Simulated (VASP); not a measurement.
Runs of VASP 6.6.1 on CuO. The structure is that of space group F-43m (No. 216), or close to it. The cells are those of the table. 

| task | level | potentials or basis | U | cell | k mesh | cutoff (eV) | second run | gap on the mesh (eV) | pressure (GPa) | relaxed volume (Å³/atom) |
| --- | --- | --- | --- | --- | --- | --- | --- | --- | --- | --- |
| single point | LDA+U | VASP PAW LDA potentials, release 64 (Cu_sv_GW, O) | Cu d U = 5.3 eV | a = 3.291 Å, angles 60.0°, 2 atoms | 10 × 10 × 10 | 700 | valence_matched | none | (c) | - |
| single point | LDA | VASP PAW LDA potentials, release 64 (Cu, O) | - | a = 3.107 Å, angles 60.0°, 2 atoms | 8 × 8 × 8 | 520 | - | none | 0.7 | - |
| single point | PBEsol | VASP PAW PBE potentials, release 64 (Cu, O) | - | a = 3.313 Å, angles 60.0°, 2 atoms | 10 × 10 × 10 | 520 | - | none | (a) | - |
| single point | BLYP | VASP PAW PBE potentials, release 64 (Cu, O) | - | a = 3.269 Å, angles 60.0°, 2 atoms | 10 × 10 × 10 | 520 | - | none | -2.7 | - |
| single point | PBEsol | VASP PAW PBE potentials, release 64 (Cu, O) | - | a = 3.356 Å, angles 60.0°, 2 atoms | 10 × 10 × 10 | 520 | - | none | -19.1 | - |
| relaxation of cell and atoms | PBEsol+U | VASP PAW PBE potentials, release 64 (Cu, O) | Cu d U = 5.3 eV | relaxed from a = 3.291 Å, angles 60.0°, 2 atoms | 10 × 10 × 10 | 600 | - | none | -0.1 | 10.77 |
| single point | PBE+U | VASP PAW PBE potentials, release 64 (Cu, O) | Cu d U = 4.5 eV | a = 3.218 Å, angles 60.0°, 2 atoms | 10 × 10 × 10 | 520 | - | none | -3.8 | - |
| single point | RPBE | VASP PAW PBE potentials, release 64 (Cu, O) | - | a = 3.239 Å, angles 60.0°, 2 atoms | 10 × 10 × 10 | 520 | - | none | (b) | - |
| single point | PBEsol+U | VASP PAW PBE potentials, release 64 (Cu, O) | Cu d U = 5.3 eV | a = 3.167 Å, angles 60.0°, 2 atoms | 10 × 10 × 10 | 520 | - | none | -5.8 | - |
| relaxation of cell and atoms | PBE+D3(BJ) | VASP PAW PBE potentials, release 64 (Cu, O) | - | relaxed from a = 3.291 Å, angles 60.0°, 2 atoms | 10 × 10 × 10 | 600 | - | none | 0.0 | (d) |
| single point | PBE | VASP PAW PBE potentials, release 64 (Cu, O) | - | a = 3.199 Å, angles 60.0°, 2 atoms | 8 × 8 × 8 | 520 | - | none | 0.5 | - |

Alike in all rows: no spin polarisation; smearing fermi-dirac 0.05 eV.

Fill in the values left out.

(a) -16.7; (b) 0.4; (c) -21.5; (d) 11.33.

Caveats: an odd number of electrons without spin polarisation forces a metal; a magnetic or distorted state may lie lower; semilocal functionals often make such compounds metallic where correlation or magnetic order opens a gap, which also shifts bond lengths (some runs); the PAW data sets were made with another functional, which shifts forces and pressure a little (some runs); U without spin polarisation on a metal has little footing (some runs); pairwise dispersion overbinds metals, which lowers pressure and volume (some runs).

A gap of «none» marks levels without a gap at the run's occupations.

The runs don't all hold the same shells in valence.
